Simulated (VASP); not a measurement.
Set up this calculation in VASP 6.6.1, as the native input.

| Quantity | Value |
| --- | --- |
| Task | relaxation of cell and atoms |
| Functional | PBE |
| Potentials or basis | VASP PAW PBE potentials, release 64 (Ag, Pd) |
| Cutoff | 600 eV |
| k mesh | 20 × 20 × 20 |
| Occupations | gaussian, width 0.1 eV |
| Spin | no spin polarisation |
| Dipole correction | no |
| Further INCAR settings | ALGO = Fast; EDIFF = 1e-06; IBRION = 2; EDIFFG = -0.01; NSW = 100; ISIF = 3 |

The structure of AgPd2 lies in POSCAR:

```
AgPd2
1.0
   -1.6498155454      1.6498155454      4.4804241317
    1.6498155454     -1.6498155454      4.4804241317
    1.6498155454      1.6498155454     -4.4804241317
Ag Pd
1 2
Direct
    0.0000000000      0.0000000000      0.0000000000
    0.6700356131      0.6700356131      0.0000000000
    0.3299643869      0.3299643869      0.0000000000
```

These files were run (other wordings do the same):

INCAR

```
SYSTEM = AgPd2
ALGO = Fast
EDIFF = 1E-6
EDIFFG = -0.01
ENCUT = 600
GGA = PE
IBRION = 2
ISIF = 3
ISMEAR = 0
LASPH = .TRUE.
LCHARG = .FALSE.
LREAL = .FALSE.
LWAVE = .FALSE.
NELM = 60
NSW = 100
PREC = Accurate
SIGMA = 0.1
```

KPOINTS

```
k-points
0
G
  20 20 20
  0 0 0
```

Potentials or basis: VASP PAW PBE potentials, release 64 (Ag, Pd).

Run with:

```sh
$ cat potpaw_PBE.64/Ag/POTCAR potpaw_PBE.64/Pd/POTCAR > POTCAR
$ mpirun -np 1 vasp_std > vasp.out
```

It gave:

```json
{"Relaxed volume": "16.23 Å³/atom", "Relaxed cell": "a = 5.048 Å, b = 5.048 Å, c = 5.048 Å, α = 141.87°, β = 141.87°, γ = 55.02°", "Space group after relaxing (to 0.1 Å)": "I4/mmm (No. 139)", "Energy gained by relaxing": "0.0 meV/atom", "Ionic steps": "3", "Pressure after relaxing": "0.0 GPa", "Largest force after relaxing": "0.009 eV/Å", "Band gap on the k mesh": "zero (an odd number of electrons rules out a gap without spin polarisation)"}
```

Wall time 39 min on 1 thread of Oxide Virtual Turin-like Processor, on a shared host, peak memory 0.83 GiB.
